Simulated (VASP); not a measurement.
Input of a VASP 6.6.1 run:

File INCAR:

```
ALGO = Normal
EDIFF = 1E-6
ENCUT = 500
GGA = PE
GGA_COMPAT = False
ISIF = 2
ISMEAR = 0
ISPIN = 2
LASPH = True
LCHARG = True
LELF = True
LMAXMIX = 4
LORBIT = 11
LREAL = False
LVHAR = True
LWAVE = False
MAGMOM = 0.125 0.125
NBANDS = 26
NELM = 200
NUPDOWN = 0.25
PREC = Accurate
SIGMA = 0.15
```

KPOINTS

```
k-points
0
Gamma
  21 21 12
```

Contents of POSCAR:

```
Rh
1.0
    2.5504655491      0.0000000000      0.0000000000
   -1.2752327746      2.2087679570      0.0000000000
    0.0000000000      0.0000000000      4.1044582456
Rh
2
Direct
    0.6666666667      0.3333333333      0.7500000000
    0.3333333333      0.6666666667      0.2500000000
```

Potentials or basis: VASP PAW PBE potentials, release 64 (Rh_pv).

Launch:

```sh
$ cat potpaw_PBE.64/Rh_pv/POTCAR > POTCAR
$ mpirun -np 1 vasp_std > vasp.out
```

Q: Estimate the pressure.

A: 84.3 GPa.

Stress tensor (GPa, compression positive):
```
83.08  0.00  0.00
 0.00 83.08  0.00
 0.00  0.00 86.80
```

Caveat: the cell stands under pressure; the total moment is fixed, so each spin has its own Fermi level and the state may be an excited one.
